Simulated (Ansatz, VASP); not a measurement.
Two plane-wave programs on Cs

```
CELL_PARAMETERS angstrom
-2.84428 2.84428 3.41314
2.84428 -2.84428 3.41314
2.84428 2.84428 -3.41314
ATOMIC_POSITIONS crystal
Cs 0.00000 0.00000 0.00000
```

Alike in both runs: task single point; functional PBE; k mesh 12 × 12 × 12; occupations gaussian, width 0.15 eV; no spin polarisation.

```csv
,VASP,Ansatz
version,VASP 6.6.1,Ansatz 0.2.0
potentials or method,"VASP PAW PBE potentials, release 64 (Cs_sv), cutoff 520 eV","scalar-relativistic, plane waves, PAW"
valence electrons in the cell,9,9
```

```tsv
	VASP	Ansatz	Ansatz less VASP
gap on the k mesh at the Fermi level (eV)	none	none	-
pressure (GPa)	0.1	0.1	+0.02
```

A gap of «none» marks a metal or a gap that the smearing closes.

Spin-orbit coupling is off throughout.
